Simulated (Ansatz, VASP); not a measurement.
Si: VASP beside Ansatz

```
Si
1.0
     3.84753    0.00000    0.00000
    -1.92376    3.33205    0.00000
     0.00000    0.00000   18.44160
Si
4
Direct
  0.33333 0.66667 0.26954
  0.66667 0.33333 0.24401
  0.00000 0.16667 0.52282
  0.33333 0.83333 0.49729
```

Alike in both runs: task single point; functional PBE; dispersion D3(BJ); k mesh 9 × 9 × 1; occupations gaussian, width 0.1 eV; no spin polarisation.

|  | VASP | Ansatz |
| --- | --- | --- |
| version | VASP 6.6.1 | Ansatz 0.2.0 |
| potentials or method | VASP PAW PBE potentials, release 64 (Si), cutoff 520 eV | scalar-relativistic, plane waves, PAW |
| valence electrons in the cell | 16 | 16 |

Ansatz gave:

| Item | Value |
| --- | --- |
| gap on the k mesh at the Fermi level (eV) | 0.11 |
| least direct gap on the mesh (eV) | 0.11 |
| rms of the force components (eV/Å) | 0.070 |

Task: Estimate VASP's values.

Result: gap on the k mesh at the Fermi level (eV): 0.11; least direct gap on the mesh (eV): 0.11; rms of the force components (eV/Å): 0.069.

Atom by atom the forces differ by 0.003 eV/Å (rms over components).
